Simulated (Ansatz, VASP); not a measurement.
## InPd in VASP and in Ansatz

Contents of INCAR:

```
SYSTEM = InPd
  PREC = Accurate
  ENCUT = 520
  EDIFF = 1E-6
  ISMEAR = -1
  SIGMA = 0.05
  LREAL = .False.
  LASPH = .True.
  NELM = 80
  ALGO = Fast
  ISIF = 2
  LWAVE = .False.
  LCHARG = .False.
  GGA = CA
  NBANDS = 18
```

Contents of KPOINTS:

```
Automatic mesh
0
Gamma
  8 8 8
  0 0 0
```

POSCAR

```
InPd
1.0
    3.3360556752      0.0000000000      0.0000000000
    0.0000000000      3.3360556752      0.0000000000
    0.0000000000      0.0000000000      3.3360556752
In Pd
1 1
Direct
    0.0000000000      0.0000000000      0.0000000000
    0.5000000000      0.5000000000      0.5000000000
```

input.yaml

```yaml
crystal:
  lattice:
    - [3.3360556752, 0.0, 0.0]
    - [0.0, 3.3360556752, 0.0]
    - [0.0, 0.0, 3.3360556752]
  atoms:
    - { symbol: In, position: [0.0, 0.0, 0.0] }
    - { symbol: Pd, position: [0.5, 0.5, 0.5] }
kpoints:
  mp_grid: { grid: [8, 8, 8] }
scf:
  occupations: { method: fermi_dirac, width: 0.05 }
hamiltonian:
  xc: lda
  pseudopotentials: { kind: all_electron, lapw: { basis_error: 0.001 } }
output:
  forces: true
  stress: true
  eigenvalues: true
```

Change from the starting cell: volume scaled by 1.06.

Alike in both runs: task single point; functional LDA; k mesh 8 × 8 × 8; occupations fermi-dirac, width 0.05 eV; no spin polarisation.

```csv
,VASP,Ansatz
version,VASP 6.6.1,Ansatz 0.2.0
potentials or method,"VASP PAW LDA potentials, release 64 (In_d, Pd), cutoff 520 eV","all-electron LAPW, scalar-relativistic"
```

```csv
,VASP,Ansatz,Ansatz less VASP
gap on the k mesh at the Fermi level (eV),none,none,-
pressure (GPa),-12.1,-12.3,-0.18
```

LDA's correlation is that of Perdew and Zunger in VASP and of Perdew and Wang (1992) in Ansatz. A gap of «none» marks a metal or a gap that the smearing closes. Ansatz ran all-electron here, and VASP with PAW potentials.
